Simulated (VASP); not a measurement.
# C (R-3m) in VASP: further runs

C is run at these levels: LDA; tasks: relaxation of the atoms.

Everything below comes from runs of VASP 6.6.1. Logs are shortened: lines on timing, memory, paths and dates and some standing lists are left out, and cuts for length are marked.

## Step 1: The cell of the first run

The structure is trigonal, space group R-3m (No. 166). The conventional cell has a = 2.460 Å, b = 2.460 Å, c = 6.172 Å, α = 90.00°, β = 90.00°, γ = 120.00°. C (site symmetry 3m) has 4 C at 1.51 to 1.54 Å within 2.0 Å.

## Step 2: Relaxation of the atoms, LDA (strained cell)

Contents of INCAR:

```
PREC = Accurate
ENCUT = 520
EDIFF = 1E-7
ISMEAR = 0
SIGMA = 0.02
LREAL = F
LASPH = T
NELM = 120
ALGO = Normal
ISIF = 2
LWAVE = F
LCHARG = F
IBRION = 2
NSW = 60
EDIFFG = -0.002
GGA_COMPAT = F
NELMIN = 4
```

Contents of KPOINTS:

```
Automatic mesh
0
Gamma
  9 9 9
```

Contents of POSCAR:

```
C
1.0
    0.0282519591      1.7675131917      1.7675131917
    1.7675131917      0.0282519591      1.7675131917
    1.7675131917      1.7675131917      0.0282519591
C
2
Direct
    0.0000000000      0.0000000000      0.0000000000
    0.2500000000      0.2500000000      0.2500000000
```

Potentials or basis: VASP PAW LDA potentials, release 64 (C).

Run with:

```sh
$ cat potpaw_LDA.64/C/POTCAR > POTCAR
$ mpirun -np 1 vasp_std > vasp.out
```

OUTCAR:

```text
PREC = Accurate
   ENCUT = 520
   EDIFF = 1E-7
   ISMEAR = 0
   LREAL = F
   LASPH = T
   NELM = 120
   ISIF = 2
   IBRION = 2
   NSW = 60
   EDIFFG = -0.002
   NELMIN = 4

 ion  position               nearest neighbor table
   1  0.000  0.000  0.000-   2 1.51   2 1.51   2 1.51   2 1.54
   2  0.250  0.250  0.250-   1 1.51   1 1.51   1 1.51   1 1.54

  LATTYP: Found a trigonal (rhomboedric) cell.
 ALAT       =     2.4998007798
 COS(alpha) =     0.5159181103

  Lattice vectors:

 A1 = (   0.0282519591,   1.7675131917,   1.7675131917)
 A2 = (   1.7675131917,   0.0282519591,   1.7675131917)
 A3 = (   1.7675131917,   1.7675131917,   0.0282519591)

Analysis of symmetry for initial positions (statically):
=====================================================================
 Subroutine PRICEL returns:
 Original cell was already a primitive cell.

 Routine SETGRP: Setting up the symmetry group for a
 trigonal (rhombohedral) supercell.

 Subroutine GETGRP returns: Found 12 space group operations
 (whereof  6 operations were pure point group operations)
 out of a pool of 12 trial point group operations.

The static configuration has the point symmetry C_3v.
 The point group associated with its full space group is D_3d.

Analysis of symmetry for dynamics (positions and initial velocities):
=====================================================================
 Subroutine PRICEL returns:
 Original cell was already a primitive cell.

 Routine SETGRP: Setting up the symmetry group for a
 trigonal (rhombohedral) supercell.

 Subroutine GETGRP returns: Found 12 space group operations
 (whereof  6 operations were pure point group operations)
 out of a pool of 12 trial point group operations.

The dynamic configuration has the point symmetry C_3v.
 The point group associated with its full space group is D_3d.

 Subroutine INISYM returns: Found 12 space group operations
 (whereof  6 operations are pure point group operations),
 and found     1 'primitive' translations

----------------------------------------------------------------------------------------

                                     Primitive cell

  volume of cell :      10.7790

  direct lattice vectors                    reciprocal lattice vectors
     0.028251959  1.767513192  1.767513192    -0.289757692  0.285199066  0.285199066
     1.767513192  0.028251959  1.767513192     0.285199066 -0.289757692  0.285199066
     1.767513192  1.767513192  0.028251959     0.285199066  0.285199066 -0.289757692

  length of vectors
     2.499800780  2.499800780  2.499800780     0.496625145  0.496625145  0.496625145

  position of ions in fractional coordinates (direct lattice)
     0.000000000  0.000000000  0.000000000
     0.250000000  0.250000000  0.250000000

  ion indices of the primitive-cell ions
   primitive index   ion index
                 1           1
                 2           2

----------------------------------------------------------------------------------------

 KPOINTS: Automatic mesh

Automatic generation of k-mesh.
 Grid dimensions read from file:
 generate k-points for:    9    9    9

 Generating k-lattice:

  Cartesian coordinates                     Fractional coordinates (reciprocal lattice)
    -0.032195299  0.031688785  0.031688785     0.111111111 -0.000000000 -0.000000000
     0.031688785 -0.032195299  0.031688785    -0.000000000  0.111111111 -0.000000000
     0.031688785  0.031688785 -0.032195299    -0.000000000 -0.000000000  0.111111111

  Length of vectors
     0.055180572  0.055180572  0.055180572

  Shift w.r.t. Gamma in fractional coordinates (k-lattice)
     0.000000000  0.000000000  0.000000000

 Subroutine IBZKPT returns following result:
 ===========================================

 Found     85 irreducible k-points:

 Following reciprocal coordinates:
            Coordinates               Weight
  0.000000  0.000000  0.000000      1.000000
  0.111111  0.000000 -0.000000      6.000000
  0.222222  0.000000 -0.000000      6.000000
  0.333333  0.000000 -0.000000      6.000000
  0.444444  0.000000 -0.000000      6.000000
  0.111111  0.111111 -0.000000      6.000000
[... 16 lines left out ...]
 -0.333333  0.333333  0.000000      6.000000
  0.444444  0.444444  0.000000      6.000000
 [... further k-points ...]
   k-points           NKPTS =     85   k-points in BZ     NKDIM =     85   number of bands    NBANDS=      8
   number of dos      NEDOS =    301   number of ions     NIONS =      2
   total plane-waves  NPLWV =   8000
   dimension x,y,z NGX =    20 NGY =   20 NGZ =   20
   dimension x,y,z NGXF=    40 NGYF=   40 NGZF=   40
   ions per type =               2
   NGX,Y,Z   is equivalent  to a cutoff of  13.30, 13.30, 13.30 a.u.
   NGXF,Y,Z  is equivalent  to a cutoff of  26.60, 26.60, 26.60 a.u.
 SYSTEM =  unknown system
   PREC   = accura    normal or accurate (medium, high low for compatibility)
   ISTART =      0    job   : 0-new  1-cont  2-samecut
   ICHARG =      2    charge: 1-file 2-atom 10-const
   ISPIN  =      1    spin polarized calculation?
   LNONCOLLINEAR =      F non collinear calculations
   LSORBIT =      F    spin-orbit coupling
   LASPH  =      T    aspherical Exc in radial PAW
   ENCUT  =  520.0 eV  38.22 Ry    6.18 a.u.   4.65  4.65  4.65*2*pi/ulx,y,z
   NELM   =    120;   NELMIN=  4; NELMDL= -5     # of ELM steps
   EDIFF  = 0.1E-06   stopping-criterion for ELM
   LREAL  =      F    real-space projection
   EDIFFG = -.2E-02   stopping-criterion for IOM
   NSW    =     60    number of steps for IOM
   IBRION =      2    ionic relax: 0-MD 1-quasi-New 2-CG
   NFREE  =      1    steps in history (QN), initial steepest desc. (CG)
   ISIF   =      2    stress and relaxation
   ISYM   =      2    0-nonsym 1-usesym 2-fastsym
   POTIM  = 0.5000    time-step for ionic-motion
   TEBEG  =    0.0;   TEEND  =   0.0 temperature during run
   PSTRESS=    0.0 pullay stress
   NELECT =       8.0000    total number of electrons
   NUPDOWN=      -1.0000    fix difference up-down
   EMIN   =  10.00;   EMAX   =-10.00  energy-range for DOS
   EFERMI =   0.00;   METHOD = LEGACY
   ISMEAR =     0;   SIGMA  =   0.02  broadening in eV -4-tet -1-fermi 0-gaus
   EFERMI_NEDOS =   21; number of points for ismear=-14 and -15
   IALGO  =     38    algorithm
   IMIX   =      4    mixing-type and parameters
     AMIX     =   0.40;   BMIX     =  1.00
     AMIX_MAG =   1.60;   BMIX_MAG =  1.00
  volume/ion in A,a.u.               =       5.39        36.37
  Fermi-wavevector in a.u.,A,eV,Ry     =   1.482217  2.800983 29.891541  2.196966
  Thomas-Fermi vector in A             =   2.596030
   LORBIT       =      0    0 simple, 1 ext, 2 COOP (PROOUT), +10 PAW based schemes
   GGA     = CA    functional components
   LHFCALC =     F    Hartree Fock is set to
   AEXX    =    0.0000 exact exchange contribution
   IVDW    =     0    specifies the selected vdW correction
   LEPSILON=     F    determine dielectric tensor
   LRPA    =     F    only Hartree local field effects (RPA)
 conjugate gradient relaxation of ions
 non-spin polarized calculation
 Gauss-broadening in eV      SIGMA  =   0.02
  energy-cutoff  :      520.00
  volume of cell :       10.78
 maximum number of plane-waves:       301
   NGX =  9   NGY =  9   NGZ =  9

--------------------------------------- Ionic step        1  -------------------------------------------

 number of electron       7.9999999 magnetization

 Free energy of the ion-electron system (eV)
  ---------------------------------------------------
  ext. energy  EPLUGINS =         0.00000000
  ---------------------------------------------------
  free energy    TOTEN  =       -20.21818167 eV

  energy without entropy =      -20.21818167  energy(sigma->0) =      -20.21818167

------------------------ aborting loop because EDIFF is reached ----------------------------------------

  FORCE on cell =-STRESS in cart. coord.  units (eV):
  Direction    XX          YY          ZZ          XY          YZ          ZX
  --------------------------------------------------------------------------------------
  -------------------------------------------------------------------------------------
  Total        0.8428243      0.8428243      0.8428243     -0.6750547     -0.6750547     -0.6750547
  in kB      125.2761106    125.2761106    125.2761106   -100.3390973   -100.3390973   -100.3390973
  external PRESSURE =     125.2761106 kB  Pullay stress =       0.0000000 kB

 VOLUME and BASIS-vectors are now :
 -----------------------------------------------------------------------------
  energy-cutoff  :      520.00
  volume of cell :       10.78
      direct lattice vectors                 reciprocal lattice vectors
     0.028251959  1.767513192  1.767513192    -0.289757692  0.285199066  0.285199066
     1.767513192  0.028251959  1.767513192     0.285199066 -0.289757692  0.285199066
     1.767513192  1.767513192  0.028251959     0.285199066  0.285199066 -0.289757692
[... 37 lines left out ...]
 POSITION                                       TOTAL-FORCE (eV/Angst)
 -----------------------------------------------------------------------------------
      0.00340      0.00340      0.00340        -0.191142     -0.191142     -0.191142
      0.88742      0.88742      0.88742         0.191142      0.191142      0.191142
 -----------------------------------------------------------------------------------
    total drift:                               -0.000000     -0.000000     -0.000000

  FREE ENERGIE OF THE ION-ELECTRON SYSTEM (eV)
  ---------------------------------------------------
  free  energy   TOTEN  =       -20.2169709176 eV

  energy  without entropy=      -20.2169709176  energy(sigma->0) =      -20.21697092

--------------------------------------- Ionic step        3  -------------------------------------------

 number of electron       7.9999999 magnetization

 Free energy of the ion-electron system (eV)
  ---------------------------------------------------
  ext. energy  EPLUGINS =         0.00000000
  ---------------------------------------------------
  free energy    TOTEN  =       -20.21837829 eV

  energy without entropy =      -20.21837829  energy(sigma->0) =      -20.21837829

 E-fermi :  10.6981     XC(G=0): -13.7481

 val. band max:       10.5266956012   @ k =   0.0000   0.0000   0.0000
 cond. band min:      14.7178957723   @ k =   0.3333   0.3333   0.0000
 fundamental gap:      4.1912001712
 Fermi energy:        10.6980792718

 k-point     1 :       0.0000    0.0000    0.0000
  band No.  band energies     occupation
      1     -11.5275      2.00000
      2      10.3965      2.00000
      3      10.5267      2.00000
      4      10.5267      2.00000
      5      15.6827      0.00000
      6      16.4040      0.00000
      7      16.4040      0.00000
      8      25.2722      0.00000

 k-point     2 :       0.1111    0.0000   -0.0000
  band No.  band energies     occupation
      1     -11.1704      2.00000
      2       8.5088      2.00000
      3       9.8273      2.00000
      4       9.9434      2.00000
      5      16.4966      0.00000
      6      17.1500      0.00000
      7      17.4696      0.00000
      8      25.4340      0.00000
[... 221 lines left out ...]
 k-point    23 :      -0.3333    0.3333    0.0000
  band No.  band energies     occupation
      1      -3.5928      2.00000
      2      -0.6916      2.00000
      3       0.6382      2.00000
      4       5.4503      2.00000
      5      16.6643      0.00000
      6      23.6461      0.00000
      7      24.9865      0.00000
      8      26.1845      0.00000

 k-point    24 :       0.4444    0.4444    0.0000
  band No.  band energies     occupation
      1      -4.2789      2.00000
      2      -0.5938      2.00000
      3       3.8275      2.00000
      4       4.1784      2.00000
      5      14.8080      0.00000
      6      16.0845      0.00000
      7      27.4766      0.00000
      8      27.4821      0.00000

 [... further k-points ...]

------------------------ aborting loop because EDIFF is reached ----------------------------------------

  FORCE on cell =-STRESS in cart. coord.  units (eV):
  Direction    XX          YY          ZZ          XY          YZ          ZX
  --------------------------------------------------------------------------------------
  -------------------------------------------------------------------------------------
  Total        0.8379991      0.8379991      0.8379991     -0.6688267     -0.6688267     -0.6688267
  in kB      124.5588915    124.5588915    124.5588915    -99.4133657    -99.4133657    -99.4133657
  external PRESSURE =     124.5588915 kB  Pullay stress =       0.0000000 kB

 VOLUME and BASIS-vectors are now :
 -----------------------------------------------------------------------------
  energy-cutoff  :      520.00
  volume of cell :       10.78
      direct lattice vectors                 reciprocal lattice vectors
     0.028251959  1.767513192  1.767513192    -0.289757692  0.285199066  0.285199066
     1.767513192  0.028251959  1.767513192     0.285199066 -0.289757692  0.285199066
     1.767513192  1.767513192  0.028251959     0.285199066  0.285199066 -0.289757692

 POSITION                                       TOTAL-FORCE (eV/Angst)
 -----------------------------------------------------------------------------------
      0.00093      0.00093      0.00093        -0.000019     -0.000019     -0.000019
      0.88989      0.88989      0.88989         0.000019      0.000019      0.000019
 -----------------------------------------------------------------------------------
    total drift:                                0.000000      0.000000      0.000000

  FREE ENERGIE OF THE ION-ELECTRON SYSTEM (eV)
  ---------------------------------------------------
  free  energy   TOTEN  =       -20.2183782905 eV

  energy  without entropy=      -20.2183782905  energy(sigma->0) =      -20.21837829

 reached required accuracy - stopping structural energy minimisation
```

Run time: 19 s. Hardware: 1 thread of Intel Xeon Platinum 8259CL at 2.50GHz (Skylake/Cascade Lake), shared host; peak memory 0.11 GiB.

Results:

```
Free energy               : -20.2184 eV
Energy gained by relaxing : 0.1 meV/atom
Ionic steps               : 3
Pressure after relaxing   : 12.5 GPa
Band gap on the k mesh    : 4.19 eV (least direct gap 5.16 eV)
```

The path:
```csv
step,energy change (eV),largest force (eV/Å),pressure (GPa)
1,0.0000,0.1219,12.53
2,0.0012,0.3311,12.31
3,-0.0002,0.0000,12.46
```

Final structure:
```
C
1.0
     0.02825    1.76751    1.76751
     1.76751    0.02825    1.76751
     1.76751    1.76751    0.02825
C
2
Direct
  0.00026 0.00026 0.00026
  0.24974 0.24974 0.24974
```

Caveat: the cell differs from its parent crystal (strained cell); an odd mesh through Γ misses points on the zone boundary, where band edges can lie.

## Step 3: Relaxation of the atoms, LDA (strained cell)

Contents of INCAR:

```
  ALGO = Normal
  EDIFF = 1E-7
  EDIFFG = -0.002
  ENCUT = 520
  GGA_COMPAT = F
  IBRION = 2
  ISIF = 2
  ISMEAR = 0
  LASPH = T
  LCHARG = F
  LREAL = F
  LWAVE = F
  NELM = 120
  NELMIN = 4
  NSW = 60
  PREC = Accurate
  SIGMA = 0.02
```

Contents of KPOINTS:

```
k-points
0
Gamma
  9 9 9
```

Contents of POSCAR:

```
C
1.0
    0.0203326477      1.7595938803      1.7595938803
    1.7595938803      0.0203326477      1.7595938803
    1.7595938803      1.7595938803      0.0203326477
C
2
Direct
   -0.0001005299     -0.0001005299     -0.0001005299
    0.2501005299      0.2501005299      0.2501005299
```

Potentials or basis: VASP PAW LDA potentials, release 64 (C).

Run with:

```sh
$ cat potpaw_LDA.64/C/POTCAR > POTCAR
$ mpirun -np 1 vasp_std > vasp.out
```

Run time: 20 s. Hardware: 1 thread of Intel Xeon Platinum 8259CL at 2.50GHz (Skylake/Cascade Lake), shared host; peak memory 0.11 GiB.

Results (log left out):

- Free energy: -20.2197 eV
- Energy gained by relaxing: 0.1 meV/atom
- Ionic steps: 3
- Pressure after relaxing: 15.8 GPa
- Band gap on the k mesh: 4.23 eV (least direct gap 5.33 eV)

Stress tensor (GPa, compression positive):
```
15.77 -7.30 -7.30
-7.30 15.77 -7.30
-7.30 -7.30 15.77
```

The path:
```
step  energy change (eV)  largest force (eV/Å)  pressure (GPa)
   1              0.0000                0.1508           15.83
   2              0.0020                0.4291           15.65
   3             -0.0003                0.0000           15.77
```

Final structure:
```
C
1.0
     0.02033    1.75959    1.75959
     1.75959    0.02033    1.75959
     1.75959    1.75959    0.02033
C
2
Direct
  0.00021 0.00021 0.00021
  0.24979 0.24979 0.24979
```

Levels at points of the mesh, in eV from the valence-band top:
```tsv
k point	band 1	band 2	band 3	band 4	band 5	band 6	band 7	band 8
(0.00, 0.00, 0.00)	-22.14	-0.10	0.00	0.00	5.33	5.84	5.84	14.89
```

Caveat: the cell differs from its parent crystal (strained cell); an odd mesh through Γ misses points on the zone boundary, where band edges can lie.

## Step 4: Relaxation of the atoms, LDA (strained cell)

Contents of INCAR:

```
SYSTEM = C
PREC = Accurate
ENCUT = 520
EDIFF = 1E-7
ISMEAR = 0
SIGMA = 0.02
LREAL = .False.
LASPH = .True.
NELM = 120
ALGO = Normal
ISIF = 2
LWAVE = .False.
LCHARG = .False.
IBRION = 2
NSW = 60
EDIFFG = -0.002
GGA_COMPAT = .False.
NELMIN = 4
```

Contents of KPOINTS:

```
regular mesh
0
Gamma
  9 9 9
  0 0 0
```

Contents of POSCAR:

```
C
1.0
    0.0197753274      1.7590365601      1.7590365601
    1.7590365601      0.0197753274      1.7590365601
    1.7590365601      1.7590365601      0.0197753274
C
2
Direct
    0.0002018756      0.0002018756      0.0002018756
    0.2497981244      0.2497981244      0.2497981244
```

Run with:

```sh
$ cat potpaw_LDA.64/C/POTCAR > POTCAR
$ mpirun -np 1 vasp_std > vasp.out
```

It took 15 s on 1 thread of Intel Xeon Platinum 8259CL at 2.50GHz (Skylake/Cascade Lake), shared host; peak memory 0.11 GiB.

It converged, with:

* Free energy: -20.2196 eV
* Energy gained by relaxing: 0.0 meV/atom
* Ionic steps: 3
* Pressure after relaxing: 16.0 GPa
* Band gap on the k mesh: 4.23 eV (least direct gap 5.34 eV)

Stress tensor (GPa, compression positive):
```
16.01 -7.11 -7.11
-7.11 16.01 -7.11
-7.11 -7.11 16.01
```

Final structure:
```yaml
crystal:
  lattice:
    - [0.01978, 1.75904, 1.75904]
    - [1.75904, 0.01978, 1.75904]
    - [1.75904, 1.75904, 0.01978]
  atoms:
    - { symbol: C, position: [0.00021, 0.00021, 0.00021] }
    - { symbol: C, position: [0.24979, 0.24979, 0.24979] }
```

Levels at points of the mesh, in eV from the valence-band top:
| k point | band 1 | band 2 | band 3 | band 4 | band 5 | band 6 | band 7 | band 8 |
| --- | --- | --- | --- | --- | --- | --- | --- | --- |
| (0.00, 0.00, 0.00) | -22.14 | -0.10 | 0.00 | 0.00 | 5.34 | 5.84 | 5.84 | 14.90 |

Caveat: the cell differs from its parent crystal (strained cell); an odd mesh through Γ misses points on the zone boundary, where band edges can lie.

(Continued in part 2 of 2.)
